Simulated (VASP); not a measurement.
Here is a VASP 6.6.1 calculation.

INCAR

```
SYSTEM = LiHf8O16
  PREC = Accurate
  ENCUT = 650
  EDIFF = 1E-7
  ISMEAR = -1
  SIGMA = 0.01
  LREAL = Auto
  LASPH = .TRUE.
  NELM = 120
  ALGO = Normal
  ISIF = 2
  LWAVE = .FALSE.
  LCHARG = .FALSE.
  GGA = PE
  IBRION = 2
  NSW = 90
  EDIFFG = -0.02
  NELECT = 178.0
  GGA_COMPAT = .FALSE.
  NELMIN = 4
  ISYM = -1
```

KPOINTS

```
explicit points
1
Reciprocal
  0.25000000   0.25000000   0.25000000 1
```

File POSCAR:

```
LiHf8O16
1.0
    0.0000000000      5.0697034800      5.1017273300
    5.2943205200      0.0000000000      5.1017273300
    5.2943205200      5.0697034800      0.0000000000
Hf O Li
8 16 1
Direct
    0.2406699600      0.0083042400      0.0242459200
    0.7368629000      0.5031512100      0.5294327900
    0.2694469100      0.4705672100      0.9968487900
    0.7704204200      0.9744931300      0.4954986300
    0.2223423000      0.0249028400      0.5097283700
    0.7205672100      0.5194469100      0.0131371000
    0.2560278900      0.4882662000      0.4792349500
    0.7531512100      0.9868629000      0.9805530900
    0.0426738800      0.3404727000      0.0249533900
    0.5327349200      0.8306716600      0.5415847900
    0.4161437900      0.4584288800      0.6617144500
    0.9080999800      0.9750466100      0.1595273000
    0.1116944200      0.3781448800      0.3510956400
    0.6055694200      0.8846977300      0.8529200600
    0.3322241200      0.6511597100      0.1185050800
    0.8409349400      0.1489043600      0.6218551200
    0.1319581000      0.8603814700      0.4072004500
    0.6393926700      0.3592343300      0.9040539700
    0.3998292900      0.0918853100      0.1400893100
    0.8983034700      0.5955786900      0.6344621100
    0.2163593000      0.1625950200      0.7063890600
    0.7250466100      0.6580999800      0.2073261200
    0.0904727000      0.7926738800      0.8419000200
    0.5904727000      0.2926738800      0.3419000200
    0.8357340000      0.3400510000      0.3182220000
```

Potentials or basis: VASP PAW PBE potentials, release 64 (Hf_pv, O, Li_sv).

Command:

```console
$ cat potpaw_PBE.64/Hf_pv/POTCAR potpaw_PBE.64/O/POTCAR potpaw_PBE.64/Li_sv/POTCAR > POTCAR
$ mpirun -np 1 vasp_std > vasp.out
```

Task: What does it give for the energy gained by relaxing?

Result: 65.4 meV/atom.

Step by step:
```tsv
step	energy change (eV)	largest force (eV/Å)	pressure (GPa)
1	0.0000	6.0740	-4.47
2	-0.0381	7.3568	-2.83
3	-1.1768	1.2882	-4.70
4	-1.4191	0.8847	-4.67
5	-1.4479	0.7380	-4.53
6	-1.5312	0.5212	-4.70
7	-1.5334	0.5080	-4.72
8	-1.5775	0.3249	-4.83
9	-1.5787	0.4179	-4.84
10	-1.6112	0.2189	-4.87
11	-1.6130	0.2192	-4.86
12	-1.6232	0.1952	-4.85
13	-1.6235	0.1523	-4.85
14	-1.6287	0.0954	-4.86
15	-1.6288	0.1055	-4.86
16	-1.6318	0.0663	-4.78
17	-1.6319	0.0814	-4.76
18	-1.6338	0.0528	-4.71
19	-1.6339	0.0676	-4.70
20	-1.6347	0.0395	-4.64
21	-1.6347	0.0373	-4.64
22	-1.6352	0.0366	-4.60
23	-1.6352	0.0463	-4.59
24	-1.6355	0.0340	-4.57
25	-1.6355	0.0357	-4.57
26	-1.6357	0.0164	-4.54
```

Caveat: the cell carries a net charge on a neutralising background, which shifts energy and pressure; the cell is charged against a uniform background, so pressure and absolute levels hang on convention.
